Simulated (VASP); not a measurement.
**TiAl: single point with PBEsol**

TiAl:

```xyz
2
Lattice="2.8248 0.0000 0.0000 0.0000 2.8248 0.0000 0.0000 0.0000 3.7307" Properties=species:S:1:pos:R:3 pbc="T T T"
Ti    0.0000    0.0000    0.0000
Al    1.4124    1.4124    1.8653
```

| Quantity | Value |
| --- | --- |
| Program | VASP 6.6.1 |
| Task | single point |
| Functional | PBEsol |
| Potentials or basis | VASP PAW PBE potentials, release 64 (Ti_sv, Al) |
| Cutoff | 500 eV |
| k mesh | 16 × 16 × 16 |
| Occupations | gaussian, width 0.15 eV |
| Spin | no spin polarisation |

* Pressure: 7.6 GPa
* Band gap on the k mesh: zero (an odd number of electrons rules out a gap without spin polarisation)

Stress tensor (GPa, compression positive):
```
 5.65  0.00  0.00
 0.00  5.65  0.00
 0.00  0.00 11.44
```

Levels at points of the mesh, in eV from the Fermi level:
```csv
k point,band 4,band 5,band 6,band 7,band 8,band 9,band 10,band 11,band 12,band 13
"(0.00, 0.00, 0.00)",-32.32,-9.40,-1.90,-1.03,0.75,2.18,2.18,3.29,7.80,7.96
"(0.50, 0.00, 0.00)",-32.27,-4.92,-4.89,-1.51,-0.30,1.56,2.57,4.64,5.98,6.23
"(0.50, 0.50, 0.00)",-32.62,-3.78,-0.82,-0.78,-0.78,-0.17,-0.17,4.33,5.80,6.72
"(0.00, 0.00, 0.50)",-32.32,-7.44,-5.41,-0.71,1.29,1.56,1.56,3.32,7.64,10.53
"(0.50, 0.00, 0.50)",-32.27,-5.22,-2.88,-1.31,-1.29,1.66,1.93,2.13,4.84,5.89
"(0.50, 0.50, 0.50)",-32.65,-2.90,-2.75,-2.75,1.91,2.52,2.75,4.17,4.17,4.34
```

Run time: 3.2 min on 1 thread of Intel Xeon 8259CL, with other jobs on the host, peak memory 0.28 GiB.

Caveat: the cell stands under pressure; the PAW data sets were made with another functional, which shifts forces and pressure a little.
